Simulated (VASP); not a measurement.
Wanted: the native input for a VASP 6.6.1 run.

- Task: relaxation of the atoms
- Functional: PBE
- Potentials or basis: VASP PAW PBE potentials, release 64 (Si, C, H)
- Cutoff: 520 eV
- k mesh: 9 × 5 × 1
- Occupations: gaussian, width 0.05 eV
- Spin: collinear spin
- Starting moments: [0.0, 0.0, 0.0, 0.0, 0.0, 0.0, 0.0, 0.0, 1.0] μB
- Dipole correction: yes
- Atoms held fixed (from 0): [0, 1, 2, 3, 4, 5, 6, 7]
- Further INCAR settings: ALGO = Normal; EDIFF = 1e-06; IBRION = 2; EDIFFG = -0.025; NSW = 36
- Atoms held along some axes (from 0): atom 8 along a and b

The structure of Si4HC4 lies in POSCAR:

```
Si4HC4
1.0
    3.0920147307      0.0000000000      0.0000000000
    0.0000000000      5.0738209340      0.0000000000
    0.0000000000      0.0000000000     18.9686857191
Si C H
4 4 1
Selective dynamics
Direct
    0.0000000000      0.9954360513      0.2108738612  F F F
    0.5000000000      0.4954360513      0.2579297186  F F F
    0.5000000000      0.9936728499      0.3565277206  F F F
    0.0000000000      0.4650509319      0.3853429995  F F F
    0.0000000000      0.6195639487      0.2108738612  F F F
    0.5000000000      0.1195639487      0.2579297186  F F F
    0.5000000000      0.6250367811      0.3569005390  F F F
    0.0000000000      0.1238202602      0.3937376490  F F F
    0.0000000000      0.9571535936      0.4302080796  F F T
```

One way to write it, as run:

INCAR

```
ALGO = Normal ; DIPOL = 0.5 0.5 0.318
EDIFF = 1E-6 ; EDIFFG = -0.025
ENCUT = 520 ; GGA = PE
IBRION = 2 ; IDIPOL = 3
ISIF = 2 ; ISMEAR = 0
ISPIN = 2 ; KPAR = 4
LASPH = T ; LCHARG = F
LDIPOL = T ; LORBIT = 11
LREAL = F ; LWAVE = F
MAGMOM = 0 0 0 0 0 0 0 0 1 ; NELM = 150
NSW = 36 ; PREC = Accurate
SIGMA = 0.05
```

KPOINTS

```
k-points
0
Gamma
  9 5 1
```

Potentials or basis: VASP PAW PBE potentials, release 64 (Si, C, H).

Launch:

```sh
$ cat potpaw_PBE.64/Si/POTCAR potpaw_PBE.64/C/POTCAR potpaw_PBE.64/H/POTCAR > POTCAR
$ mpirun -np 4 vasp_std > vasp.out
```

It gave:

- Energy gained by relaxing: 17.8 meV/atom
- Ionic steps: 3
- Net moment: 0.36 μB per cell
- Site moments: Si +0.08, +0.01, +0.03 (each value once); C -0.03, +0.01, +0.00 (each value once); H +0.01 μB
- Valence electrons inside the program's atomic spheres: Si 1.62, 1.63, 1.69, 1.75; C 2.38, 2.48, 2.53, 2.63; H 0.58

It took 5.3 min on 4 MPI ranks on Intel(R) Xeon(R) Platinum 8488C (Sapphire Rapids), with other jobs on the host, peak memory 0.59 GiB a rank.
